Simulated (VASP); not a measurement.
Set up this calculation in VASP 6.6.1, as the native input.

```yaml
Task: single point
Functional: PBE
Potentials_or_basis: VASP PAW PBE potentials, release 64 (Zn, Sn_d, N)
Cutoff: 520 eV
k_mesh: 6 × 6 × 2
Occupations: gaussian, width 0.1 eV
Spin: no spin polarisation
Dipole_correction: no
Further_INCAR_settings: ALGO = Normal; EDIFF = 1e-06; NBANDS = 36
```

The structure of Zn2SnN3 lies in POSCAR:

```
Zn2SnN3
1.0
    4.4348107583      0.0000000000      0.0000000000
   -2.2174053791      3.8406587776      0.0000000000
    0.0000000000      0.0000000000      7.9460637129
Zn Sn N
2 1 3
Direct
    0.0000000000      0.0000000000      0.3396461057
    0.0000000000      0.0000000000      0.6603538943
    0.0000000000      0.0000000000      0.0000000000
    0.5000000000      0.0000000000      0.0000000000
    0.0000000000      0.5000000000      0.0000000000
    0.5000000000      0.5000000000      0.0000000000
```

These files were run (other wordings do the same):

INCAR

```
  PREC = Accurate
  ENCUT = 520
  EDIFF = 1E-6
  ISMEAR = 0
  SIGMA = 0.1
  LREAL = False
  LASPH = True
  NELM = 80
  ALGO = Normal
  ISIF = 2
  LWAVE = False
  LCHARG = False
  GGA = PE
  NBANDS = 36
```

KPOINTS

```
regular mesh
0
Gamma
  6 6 2
```

Potentials or basis: VASP PAW PBE potentials, release 64 (Zn, Sn_d, N).

Launch:

```bash
$ cat potpaw_PBE.64/Zn/POTCAR potpaw_PBE.64/Sn_d/POTCAR potpaw_PBE.64/N/POTCAR > POTCAR
$ mpirun -np 1 vasp_std > vasp.out
```

It gave:

The pressure is 0.1 GPa.

Caveat: the k points lie up to 0.40 Å⁻¹ apart.

Wall time 86 s on 1 thread of Intel(R) Xeon(R) Platinum 8259CL CPU @ 2.50GHz (Skylake/Cascade Lake) (shared host), peak memory 0.29 GiB.
